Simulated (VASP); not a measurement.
# Al (Fd-3m) in VASP: notebook, part 2 of 2

VASP 6.6.1. Earlier steps stand in the parts before.

## Step 4: Single point, LDA (volume scaled by 0.55)

INCAR reads:

```
  PREC = Accurate
  ENCUT = 520
  EDIFF = 1E-6
  ISMEAR = -1
  SIGMA = 0.08
  LREAL = F
  LASPH = T
  NELM = 100
  ALGO = Normal
  ISIF = 2
  LWAVE = F
  LCHARG = F
  NBANDS = 10
```

KPOINTS reads:

```
regular mesh
0
Gamma
  12 12 12
```

POSCAR reads:

```
Al
1.0
    0.0000000000      2.4385120603      2.4385120603
    2.4385120603      0.0000000000      2.4385120603
    2.4385120603      2.4385120603      0.0000000000
Al
2
Direct
   -0.1250000000     -0.1250000000     -0.1250000000
    0.1250000000      0.1250000000      0.1250000000
```

Potentials or basis: VASP PAW LDA potentials, release 64 (Al).

On the command line:

```
$ cat potpaw_LDA.64/Al/POTCAR > POTCAR
$ mpirun -np 1 vasp_std > vasp.out
```

OUTCAR:

```text
PREC = Accurate
   ENCUT = 520
   EDIFF = 1E-6
   ISMEAR = -1
   LREAL = F
   LASPH = T
   NELM = 100
   ISIF = 2

 ion  position               nearest neighbor table
   1  0.875  0.875  0.875-   2 2.11   2 2.11   2 2.11   2 2.11
   2  0.125  0.125  0.125-   1 2.11   1 2.11   1 2.11   1 2.11

  LATTYP: Found a face centered cubic cell.
 ALAT       =     4.8770241206

  Lattice vectors:

 A1 = (   0.0000000000,   2.4385120603,   2.4385120603)
 A2 = (   2.4385120603,   0.0000000000,   2.4385120603)
 A3 = (   2.4385120603,   2.4385120603,   0.0000000000)

Analysis of symmetry for initial positions (statically):
=====================================================================
 Subroutine PRICEL returns:
 Original cell was already a primitive cell.

 Routine SETGRP: Setting up the symmetry group for a
 face centered cubic supercell.

 Subroutine GETGRP returns: Found 48 space group operations
 (whereof 12 operations were pure point group operations)
 out of a pool of 48 trial point group operations.

The static configuration has the point symmetry D_3d.
 The point group associated with its full space group is O_h .

Analysis of symmetry for dynamics (positions and initial velocities):
=====================================================================
 Subroutine PRICEL returns:
 Original cell was already a primitive cell.

 Routine SETGRP: Setting up the symmetry group for a
 face centered cubic supercell.

 Subroutine GETGRP returns: Found 48 space group operations
 (whereof 12 operations were pure point group operations)
 out of a pool of 48 trial point group operations.

The dynamic configuration has the point symmetry D_3d.
 The point group associated with its full space group is O_h .

 Subroutine INISYM returns: Found 48 space group operations
 (whereof 12 operations are pure point group operations),
 and found     1 'primitive' translations

----------------------------------------------------------------------------------------

                                     Primitive cell

  volume of cell :      29.0004

  direct lattice vectors                    reciprocal lattice vectors
     0.000000000  2.438512060  2.438512060    -0.205043070  0.205043070  0.205043070
     2.438512060  0.000000000  2.438512060     0.205043070 -0.205043070  0.205043070
     2.438512060  2.438512060  0.000000000     0.205043070  0.205043070 -0.205043070

  length of vectors
     3.448576828  3.448576828  3.448576828     0.355145016  0.355145016  0.355145016

  position of ions in fractional coordinates (direct lattice)
     0.875000000  0.875000000  0.875000000
     0.125000000  0.125000000  0.125000000

  ion indices of the primitive-cell ions
   primitive index   ion index
                 1           1
                 2           2

----------------------------------------------------------------------------------------

 KPOINTS: regular mesh

Automatic generation of k-mesh.
 Grid dimensions read from file:
 generate k-points for:   12   12   12

 Generating k-lattice:

  Cartesian coordinates                     Fractional coordinates (reciprocal lattice)
    -0.017086923  0.017086923  0.017086923     0.083333333  0.000000000  0.000000000
     0.017086923 -0.017086923  0.017086923     0.000000000  0.083333333  0.000000000
     0.017086923  0.017086923 -0.017086923     0.000000000  0.000000000  0.083333333

  Length of vectors
     0.029595418  0.029595418  0.029595418

  Shift w.r.t. Gamma in fractional coordinates (k-lattice)
     0.000000000  0.000000000  0.000000000

 Subroutine IBZKPT returns following result:
 ===========================================

 Found     72 irreducible k-points:

 Following reciprocal coordinates:
            Coordinates               Weight
  0.000000  0.000000  0.000000      1.000000
  0.083333  0.000000  0.000000      8.000000
  0.166667  0.000000  0.000000      8.000000
  0.250000  0.000000  0.000000      8.000000
  0.333333  0.000000  0.000000      8.000000
  0.416667  0.000000  0.000000      8.000000
[... 16 lines left out ...]
  0.500000  0.166667  0.000000     24.000000
 -0.416667  0.166667  0.000000     24.000000
 [... further k-points ...]
   k-points           NKPTS =     72   k-points in BZ     NKDIM =     72   number of bands    NBANDS=     10
   number of dos      NEDOS =    301   number of ions     NIONS =      2
   total plane-waves  NPLWV =  21952
   dimension x,y,z NGX =    28 NGY =   28 NGZ =   28
   dimension x,y,z NGXF=    56 NGYF=   56 NGZF=   56
   ions per type =               2
   NGX,Y,Z   is equivalent  to a cutoff of  13.50, 13.50, 13.50 a.u.
   NGXF,Y,Z  is equivalent  to a cutoff of  27.00, 27.00, 27.00 a.u.
 SYSTEM =  unknown system
   PREC   = accura    normal or accurate (medium, high low for compatibility)
   ISTART =      0    job   : 0-new  1-cont  2-samecut
   ICHARG =      2    charge: 1-file 2-atom 10-const
   ISPIN  =      1    spin polarized calculation?
   LNONCOLLINEAR =      F non collinear calculations
   LSORBIT =      F    spin-orbit coupling
   LASPH  =      T    aspherical Exc in radial PAW
   ENCUT  =  520.0 eV  38.22 Ry    6.18 a.u.   6.41  6.41  6.41*2*pi/ulx,y,z
   NELM   =    100;   NELMIN=  2; NELMDL= -5     # of ELM steps
   EDIFF  = 0.1E-05   stopping-criterion for ELM
   LREAL  =      F    real-space projection
   EDIFFG = 0.1E-04   stopping-criterion for IOM
   NSW    =      0    number of steps for IOM
   IBRION =     -1    ionic relax: 0-MD 1-quasi-New 2-CG
   NFREE  =      0    steps in history (QN), initial steepest desc. (CG)
   ISIF   =      2    stress and relaxation
   ISYM   =      2    0-nonsym 1-usesym 2-fastsym
   POTIM  = 0.5000    time-step for ionic-motion
   TEBEG  =    0.0;   TEEND  =   0.0 temperature during run
   PSTRESS=    0.0 pullay stress
   NELECT =       6.0000    total number of electrons
   NUPDOWN=      -1.0000    fix difference up-down
   EMIN   =  10.00;   EMAX   =-10.00  energy-range for DOS
   EFERMI =   0.00;   METHOD = LEGACY
   ISMEAR =    -1;   SIGMA  =   0.08  broadening in eV -4-tet -1-fermi 0-gaus
   EFERMI_NEDOS =   21; number of points for ismear=-14 and -15
   IALGO  =     38    algorithm
   IMIX   =      4    mixing-type and parameters
     AMIX     =   0.40;   BMIX     =  1.00
     AMIX_MAG =   1.60;   BMIX_MAG =  1.00
  volume/ion in A,a.u.               =      14.50        97.85
  Fermi-wavevector in a.u.,A,eV,Ry     =   0.968256  1.829739 12.755738  0.937520
  Thomas-Fermi vector in A             =   2.098211
   LORBIT       =      0    0 simple, 1 ext, 2 COOP (PROOUT), +10 PAW based schemes
   GGA     = CA    functional components
   LHFCALC =     F    Hartree Fock is set to
   AEXX    =    0.0000 exact exchange contribution
   IVDW    =     0    specifies the selected vdW correction
   LEPSILON=     F    determine dielectric tensor
   LRPA    =     F    only Hartree local field effects (RPA)
 non-spin polarized calculation
  energy-cutoff  :      520.00
  volume of cell :       29.00
 maximum number of plane-waves:       797
 NGX is ok and might be reduce to    28
   NGX = 13   NGY = 13   NGZ = 13

 number of electron       6.0000000 magnetization

 Free energy of the ion-electron system (eV)
  ---------------------------------------------------
  ext. energy  EPLUGINS =         0.00000000
  ---------------------------------------------------
  free energy    TOTEN  =        -3.21247308 eV

  energy without entropy =       -3.19021283  energy(sigma->0) =       -3.20134295

 E-fermi :   8.3121     XC(G=0): -10.6242

 val. band max:        8.3016471679   @ k =   0.5000   0.2500   0.0833
 cond. band min:       8.4360243825   @ k =   0.4167   0.1667   0.0833
 fundamental gap:      0.1343772146
 Fermi energy:         8.3120707684

 k-point     1 :       0.0000    0.0000    0.0000
  band No.  band energies     occupation
      1      -3.0792      2.00000
      2      11.7975      0.00000
      3      11.7975      0.00000
      4      11.7975      0.00000
      5      13.4993      0.00000
      6      13.4993      0.00000
      7      13.4993      0.00000
      8      17.5530      0.00000
      9      17.5530      0.00000
     10      20.1769      0.00000
[... 287 lines left out ...]
 k-point    24 :      -0.4167    0.1667    0.0000
  band No.  band energies     occupation
      1       1.0563      2.00000
      2       2.6632      2.00000
      3       7.7613      1.99796
      4       9.5477      0.00000
      5      12.2553      0.00000
      6      14.7295      0.00000
      7      16.2584      0.00000
      8      19.8068      0.00000
      9      19.9477      0.00000
     10      20.0919      0.00000

 [... further k-points ...]

------------------------ aborting loop because EDIFF is reached ----------------------------------------

  FORCE on cell =-STRESS in cart. coord.  units (eV):
  Direction    XX          YY          ZZ          XY          YZ          ZX
  --------------------------------------------------------------------------------------
  -------------------------------------------------------------------------------------
  Total       14.0148360     14.0148360     14.0148360     -0.0000000     -0.0000000      0.0000000
  in kB      774.2725892    774.2725892    774.2725892     -0.0000000     -0.0000000      0.0000000
  external PRESSURE =     774.2725892 kB  Pullay stress =       0.0000000 kB

 VOLUME and BASIS-vectors are now :
 -----------------------------------------------------------------------------
  energy-cutoff  :      520.00
  volume of cell :       29.00
      direct lattice vectors                 reciprocal lattice vectors
     0.000000000  2.438512060  2.438512060    -0.205043070  0.205043070  0.205043070
     2.438512060  0.000000000  2.438512060     0.205043070 -0.205043070  0.205043070
     2.438512060  2.438512060  0.000000000     0.205043070  0.205043070 -0.205043070

 POSITION                                       TOTAL-FORCE (eV/Angst)
 -----------------------------------------------------------------------------------
      4.26740      4.26740      4.26740        -0.000000     -0.000000     -0.000000
      0.60963      0.60963      0.60963         0.000000      0.000000      0.000000
 -----------------------------------------------------------------------------------
    total drift:                               -0.000000     -0.000000     -0.000000

  FREE ENERGIE OF THE ION-ELECTRON SYSTEM (eV)
  ---------------------------------------------------
  free  energy   TOTEN  =        -3.2124730826 eV

  energy  without entropy=       -3.1902128252  energy(sigma->0) =       -3.20134295
```

OSZICAR:

```text
N       E                     dE             d eps       ncg     rms          rms(c)
DAV:   1     0.465517410773E+01    0.46552E+01   -0.23636E+03  1440   0.483E+02
DAV:   2    -0.321675712136E+01   -0.78719E+01   -0.74923E+01  1966   0.569E+01
DAV:   3    -0.335724585267E+01   -0.14049E+00   -0.14008E+00  1772   0.646E+00
DAV:   4    -0.335802100030E+01   -0.77515E-03   -0.77509E-03  1696   0.557E-01
DAV:   5    -0.335802712334E+01   -0.61230E-05   -0.61222E-05  1668   0.476E-02    0.308E+00
DAV:   6    -0.325796998950E+01    0.10006E+00   -0.34287E-02  1548   0.916E-01    0.178E+00
DAV:   7    -0.321253520555E+01    0.45435E-01   -0.52738E-02  1542   0.120E+00    0.163E-01
DAV:   8    -0.321249912205E+01    0.36084E-04   -0.19718E-03  1562   0.257E-01    0.144E-01
DAV:   9    -0.321247396785E+01    0.25154E-04   -0.45585E-05  1700   0.489E-02    0.284E-02
DAV:  10    -0.321247308263E+01    0.88522E-06   -0.34255E-06  1594   0.774E-03
   1 F= -.32124731E+01 E0= -.32013430E+01  d E =-.222603E-01
```

stdout:

```text
POSCAR found type information on POSCAR Al
 POSCAR found :  1 types and       2 ions
 scaLAPACK will be used
 LDA part: xc-table for (Slater(with rela. corr.)+CA(PZ))
 , standard interpolation
 POSCAR, INCAR and KPOINTS ok, starting setup
 FFT: planning ... GRIDC
 FFT: planning ... GRID_SOFT
 FFT: planning ... GRID
 WAVECAR not read
 entering main loop
```

Run time: 12 s. Hardware: 1 thread of Intel Xeon Platinum 8259CL at 2.50GHz (Skylake/Cascade Lake), shared host; peak memory 0.14 GiB.

Results:

| Quantity | Value |
| --- | --- |
| Free energy | -3.2125 eV |
| Pressure | 77.4 GPa |
| Band gap on the k mesh | zero (band 3 reaches 11.80 eV, above the bottom of band 4 at 5.16 eV) |

Levels at points of the mesh, in eV from the Fermi level:
| k point | band 1 | band 2 | band 3 | band 4 | band 5 | band 6 | band 7 | band 8 |
| --- | --- | --- | --- | --- | --- | --- | --- | --- |
| (0.00, 0.00, 0.00) | -11.39 | 3.49 | 3.49 | 3.49 | 5.19 | 5.19 | 5.19 | 9.24 |
| (0.50, 0.00, 0.00) | -7.54 | -6.22 | 2.10 | 2.10 | 4.73 | 4.73 | 6.21 | 9.12 |
| (0.50, 0.50, 0.00) | -5.57 | -5.57 | -0.69 | -0.69 | 1.74 | 1.74 | 14.00 | 14.00 |

## Step 5: Single point, LDA (volume scaled by 0.65)

INCAR reads:

```
ALGO     = Normal         # electronic algorithm
EDIFF    = 1E-7           # SCF threshold, eV
ENCUT    = 520            # plane-wave cutoff, eV
ISIF     = 2              # what is computed and relaxed
ISMEAR   = -1             # smearing method
LASPH    = True           # aspherical terms in the spheres
LCHARG   = False          # write CHGCAR
LREAL    = False          # projectors in reciprocal space
LWAVE    = False          # write WAVECAR
NBANDS   = 10             # bands
NELM     = 80             # most SCF steps
PREC     = Accurate       # precision mode
SIGMA    = 0.08           # smearing width, eV
```

KPOINTS reads:

```
k-points
0
Gamma
  12 12 12
```

POSCAR reads:

```
Al
1.0
    0.0000000000      2.5781516742      2.5781516742
    2.5781516742      0.0000000000      2.5781516742
    2.5781516742      2.5781516742      0.0000000000
Al
2
Direct
   -0.1250000000     -0.1250000000     -0.1250000000
    0.1250000000      0.1250000000      0.1250000000
```

Potentials or basis: VASP PAW LDA potentials, release 64 (Al).

On the command line:

```
$ cat potpaw_LDA.64/Al/POTCAR > POTCAR
$ mpirun -np 1 vasp_std > vasp.out
```

OUTCAR:

```text
EDIFF = 1E-7
   ENCUT = 520
   ISIF = 2
   ISMEAR = -1
   LASPH = True
   LREAL = False
   NELM = 80
   PREC = Accurate

 ion  position               nearest neighbor table
   1  0.875  0.875  0.875-   2 2.23   2 2.23   2 2.23   2 2.23
   2  0.125  0.125  0.125-   1 2.23   1 2.23   1 2.23   1 2.23

  LATTYP: Found a face centered cubic cell.
 ALAT       =     5.1563033484

  Lattice vectors:

 A1 = (   0.0000000000,   2.5781516742,   2.5781516742)
 A2 = (   2.5781516742,   0.0000000000,   2.5781516742)
 A3 = (   2.5781516742,   2.5781516742,   0.0000000000)

[... 497 lines left out ...]

  FORCE on cell =-STRESS in cart. coord.  units (eV):
  Direction    XX          YY          ZZ          XY          YZ          ZX
  --------------------------------------------------------------------------------------
  -------------------------------------------------------------------------------------
  Total        8.8139291      8.8139291      8.8139291      0.0000000      0.0000000      0.0000000
  in kB      412.0261218    412.0261218    412.0261218      0.0000000      0.0000000      0.0000000
  external PRESSURE =     412.0261218 kB  Pullay stress =       0.0000000 kB

 VOLUME and BASIS-vectors are now :
 -----------------------------------------------------------------------------
  energy-cutoff  :      520.00
  volume of cell :       34.27
      direct lattice vectors                 reciprocal lattice vectors
     0.000000000  2.578151674  2.578151674    -0.193937387  0.193937387  0.193937387
     2.578151674  0.000000000  2.578151674     0.193937387 -0.193937387  0.193937387
     2.578151674  2.578151674  0.000000000     0.193937387  0.193937387 -0.193937387

 POSITION                                       TOTAL-FORCE (eV/Angst)
 -----------------------------------------------------------------------------------
      4.51177      4.51177      4.51177        -0.000000     -0.000000     -0.000000
      0.64454      0.64454      0.64454         0.000000      0.000000      0.000000
 -----------------------------------------------------------------------------------
    total drift:                               -0.000000     -0.000000     -0.000000

  FREE ENERGIE OF THE ION-ELECTRON SYSTEM (eV)
  ---------------------------------------------------
  free  energy   TOTEN  =        -5.1043176746 eV

  energy  without entropy=       -5.0782008309  energy(sigma->0) =       -5.09125925
```

stdout:

```text
POSCAR found type information on POSCAR Al
 POSCAR found :  1 types and       2 ions
 scaLAPACK will be used
 LDA part: xc-table for (Slater(with rela. corr.)+CA(PZ))
 , standard interpolation
 POSCAR, INCAR and KPOINTS ok, starting setup
 FFT: planning ... GRIDC
 FFT: planning ... GRID_SOFT
 FFT: planning ... GRID
 WAVECAR not read
 entering main loop
```

It took 14 s on 1 thread of Intel Xeon Platinum 8259CL at 2.50GHz (Skylake/Cascade Lake), shared host; peak memory 0.14 GiB.

What came out:

| Quantity | Value |
| --- | --- |
| Free energy | -5.1043 eV |
| Pressure | 41.2 GPa |
| Band gap on the k mesh | zero (band 3 reaches 9.55 eV, above the bottom of band 4 at 3.92 eV) |

## Step 6: The runs side by side

| cell | gap on the mesh (eV) | pressure (GPa) |
| --- | --- | --- |
| a = 3.225 Å, angles 60.0°, 2 atoms | none | 147.1 |
| a = 3.449 Å, angles 60.0°, 2 atoms | none | 77.4 |
| a = 3.646 Å, angles 60.0°, 2 atoms | none | 41.2 |

Alike in all rows: task single point; level LDA; potentials or basis VASP PAW LDA potentials, release 64 (Al); no spin polarisation; k mesh 12 × 12 × 12; cutoff (eV) 520; smearing fermi-dirac 0.08 eV.

Absolute energies hang on the potentials; compare differences alone.
